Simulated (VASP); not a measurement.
Write the native input for VASP 6.6.1 that does the following.

```yaml
Task: single point
Functional: r2SCAN
Potentials_or_basis: VASP PAW PBE potentials, release 64 (Ag)
Cutoff: 520 eV
k_mesh: 6 × 6 × 6
Occupations: gaussian, width 0.1 eV
Spin: no spin polarisation
Dipole_correction: no
Further_INCAR_settings: ALGO = Normal; EDIFF = 1e-07; NBANDS = 24
```

Ag:

```
CELL_PARAMETERS angstrom
4.84887 0.00000 0.00000
-2.42444 4.19925 0.00000
0.00000 0.00000 2.97257
ATOMIC_POSITIONS crystal
Ag 0.00000 0.00000 0.00000
Ag 0.33333 0.66667 0.50000
Ag 0.66667 0.33333 0.50000
```

These files were run (other wordings do the same):

POSCAR

```
Ag
1.0
    4.8488709451      0.0000000000      0.0000000000
   -2.4244354725      4.1992454181      0.0000000000
    0.0000000000      0.0000000000      2.9725687098
Ag
3
Direct
    0.0000000000      0.0000000000      0.0000000000
    0.3333333333      0.6666666667      0.5000000000
    0.6666666667      0.3333333333      0.5000000000
```

INCAR.step1

```
SYSTEM = Ag
  PREC = Accurate
  ENCUT = 520
  ISMEAR = 0
  SIGMA = 0.1
  LREAL = .FALSE.
  LASPH = .TRUE.
  NELM = 100
  NBANDS = 24
  GGA = PE
  ALGO = Normal
  EDIFF = 1E-4
  LWAVE = .TRUE.
  LCHARG = .FALSE.
```

INCAR.step2

```
SYSTEM = Ag
  PREC = Accurate
  ENCUT = 520
  EDIFF = 1E-7
  ISMEAR = 0
  SIGMA = 0.1
  LREAL = .FALSE.
  LASPH = .TRUE.
  NELM = 100
  ALGO = Normal
  ISIF = 2
  LWAVE = .FALSE.
  LCHARG = .TRUE.
  METAGGA = R2SCAN
  LMIXTAU = .TRUE.
  LELF = .TRUE.
  LVHAR = .TRUE.
  NBANDS = 24
  ISTART = 1
```

KPOINTS

```
regular mesh
0
G
  6 6 6
  0 0 0
```

Potentials or basis: VASP PAW PBE potentials, release 64 (Ag).

Command:

```sh
$ cat potpaw_PBE.64/Ag/POTCAR > POTCAR
$ cp INCAR.step1 INCAR
$ mpirun -np 1 vasp_std > vasp.out
$ cp INCAR.step2 INCAR
$ mpirun -np 1 vasp_std > vasp.out
```

Results of the run:

```yaml
Pressure: -8.6 GPa
```

Caveat: the PAW data sets were made with another functional, which shifts forces and pressure a little.

It took 2.2 min on 1 thread of Intel(R) Xeon(R) Platinum 8488C (Sapphire Rapids), with other jobs on the host, peak memory 0.19 GiB.
